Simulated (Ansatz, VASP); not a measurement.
Ge2Sb2Te5: VASP beside Ansatz

```
Te Ge Sb
1.0
     4.23181    0.00000    0.00000
    -2.11590    3.66485    0.00000
     0.00000    0.00000   16.84889
Te Ge Sb
5 2 2
Direct
  0.00000 0.00000 0.00000
  0.66667 0.33333 0.19939
  0.33333 0.66667 0.42088
  0.66667 0.33333 0.57912
  0.33333 0.66667 0.80061
  0.33333 0.66667 0.10077
  0.66667 0.33333 0.89923
  0.00000 0.00000 0.31830
  0.00000 0.00000 0.68170
```

Alike in both runs: task single point; functional PBE; k mesh 10 × 10 × 2; occupations gaussian, width 0.03 eV; no spin polarisation.

|  | VASP | Ansatz |
| --- | --- | --- |
| version | VASP 6.6.1 | Ansatz 0.2.0 |
| potentials or method | VASP PAW PBE potentials, release 64 (Te, Ge_d, Sb) | scalar-relativistic, plane waves, PAW |
| plane-wave cutoff (eV) | 520 | 420 |
| valence electrons in the cell | 68 | 138 |

```csv
,VASP,Ansatz,Ansatz less VASP
gap on the k mesh at the Fermi level (eV),0.11,0.12,+0.009
least direct gap on the mesh (eV),0.11,0.12,+0.009
```

VASP's potentials hold 68 valence electrons a cell and Ansatz's 138, so a difference there can come from the potentials and not from the codes.

Spin-orbit coupling is off throughout.
